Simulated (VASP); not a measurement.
The system is Mg3Cd2Te3.

```
CELL_PARAMETERS angstrom
-3.18467 3.18467 4.95347
3.18467 -3.18467 4.95347
3.18467 3.18467 -4.95347
ATOMIC_POSITIONS crystal
Mg 0.50000 0.50000 0.00000
Mg 0.75000 0.25000 0.50000
Mg 0.25000 0.75000 0.50000
Cd 0.28750 0.28750 0.00000
Cd 0.71250 0.71250 0.00000
Te 0.00000 0.00000 0.00000
Te 0.50000 0.00000 0.50000
Te 0.00000 0.50000 0.50000
```

The cell was generated, and may not be a known phase.

```yaml
Program: VASP 6.6.1
Task: relaxation of cell and atoms
Functional: PBE
Potentials_or_basis: VASP PAW PBE potentials, release 64 (Mg, Cd, Te)
Cutoff: 600 eV
k_mesh: 4 × 4 × 4
Occupations: gaussian, width 0.2 eV
Spin: no spin polarisation
```

At the start: pressure 15.6 GPa; volume 25.12 Å³/atom.

Question: How do energy, volume and symmetry change on relaxing?

Answer: Over 14 steps the energy falls by 722.4 meV/atom and the volume is 28.15 Å³/atom (+12.1 %); space group I4/mmm (No. 139, to 0.1 Å) before and after.

The path:
| step | energy change (eV) | largest force (eV/Å) | pressure (GPa) | volume (Å³) |
| --- | --- | --- | --- | --- |
| 1 | 0.0000 | 5.9156 | 15.61 | 200.96 |
| 2 | -4.9321 | 0.2118 | -4.45 | 273.69 |
| 3 | -5.2621 | 0.4953 | -2.16 | 246.07 |
| 4 | -5.2709 | 0.3826 | -2.85 | 251.57 |
| 5 | -5.2740 | 0.4174 | -2.61 | 249.62 |
| 6 | -5.6048 | 0.4227 | -1.29 | 234.38 |
| 7 | -5.7055 | 0.4177 | 0.29 | 223.39 |
| 8 | -5.7065 | 0.4153 | 0.55 | 222.01 |
| 9 | -5.7325 | 0.3420 | 0.32 | 223.50 |
| 10 | -5.7536 | 0.2307 | -0.01 | 226.35 |
| 11 | -5.7690 | 0.1639 | -0.16 | 226.81 |
| 12 | -5.7758 | 0.0614 | -0.32 | 227.40 |
| 13 | -5.7784 | 0.0101 | 0.22 | 224.21 |
| 14 | -5.7791 | 0.0132 | 0.05 | 225.21 |

Final structure:
```xyz
8
Lattice="-3.0166 3.0166 6.1872 3.0166 -3.0166 6.1872 3.0166 3.0166 -6.1872" Properties=species:S:1:pos:R:3 pbc="T T T"
Mg    0.0000    0.0000    6.1872
Mg    0.0000    3.0166    3.0936
Mg    3.0166    0.0000    3.0936
Cd    0.0000    0.0000    3.0907
Cd    0.0000    0.0000    9.2837
Te    0.0000    0.0000    0.0000
Te    0.0000    3.0166    0.0000
Te    3.0166    0.0000    0.0000
```
